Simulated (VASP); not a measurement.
**PC4: relaxation of cell and atoms with PBE**

The system is PC4.

```xyz
5
Lattice="-2.9553 2.9553 1.8349 2.9553 -2.9553 1.8349 2.9553 2.9553 -1.8349" Properties=species:S:1:pos:R:3 pbc="T T T"
P     0.0000    0.0000    0.0000
C     1.2102    3.5666    0.0000
C     1.7452   -0.6113    1.8349
C     2.3441    1.2102    0.0000
C     0.6113    1.7452    1.8349
```

The cell was generated, and may not be a known phase.

```json
{
  "Program": "VASP 6.6.1",
  "Task": "relaxation of cell and atoms",
  "Functional": "PBE",
  "Potentials or basis": "VASP PAW PBE potentials, release 64 (P, C)",
  "Cutoff": "600 eV",
  "k mesh": "6 × 6 × 6",
  "Occupations": "gaussian, width 0.1 eV",
  "Spin": "no spin polarisation",
  "Dipole correction": "no",
  "Further INCAR settings": "ALGO = Normal; EDIFF = 1e-06; IBRION = 2; EDIFFG = -0.04; NSW = 90; ISIF = 3"
}
```

- Relaxed volume: 10.07 Å³/atom
- Relaxed cell: a = 4.692 Å, b = 4.692 Å, c = 4.692 Å, α = 93.92°, β = 93.92°, γ = 149.67°
- Space group after relaxing (to 0.1 Å): I4/mmm (No. 139)
- Pressure after relaxing: 0.1 GPa
- Largest force after relaxing: 0.012 eV/Å
- Band gap on the k mesh: zero (an odd number of electrons rules out a gap without spin polarisation)

Forces on the atoms (eV/Å):
```
P    0.000  0.000  0.000
C   -0.002 -0.012  0.000
C    0.002  0.012  0.000
C    0.012 -0.002  0.000
C   -0.012  0.002  0.000
```

Final structure:
```
CELL_PARAMETERS angstrom
-3.20251 3.20251 1.22765
3.20251 -3.20251 1.22765
3.20251 3.20251 -1.22765
ATOMIC_POSITIONS crystal
P 0.00000 0.00000 0.00000
C 0.78581 0.21432 0.00013
C 0.21419 0.78568 0.99987
C 0.21432 0.21419 0.42851
C 0.78568 0.78581 0.57149
```

Levels at points of the mesh, in eV from the Fermi level:
```tsv
k point	band 7	band 8	band 9	band 10	band 11	band 12	band 13	band 14
(0.00, 0.00, 0.00)	-5.24	-4.68	-4.68	1.97	2.00	3.23	5.58	6.02
(0.50, 0.00, 0.00)	-5.88	-4.17	-2.47	-1.66	-0.20	0.54	1.02	3.16
(0.50, 0.50, 0.00)	-5.27	-5.24	-3.58	-3.12	3.23	5.18	5.28	6.76
(0.50, 0.50, 0.50)	-5.10	-4.36	-4.36	-3.67	-1.03	6.41	6.41	7.62
```

Wall time 18 min on 1 thread of Intel(R) Xeon(R) Platinum 8488C (Sapphire Rapids) (shared host), peak memory 0.22 GiB.

Caveat: the volume moved by over 15 % at a fixed basis, so the end points are rough; an odd number of electrons without spin polarisation forces a metal; a magnetic or distorted state may lie lower.
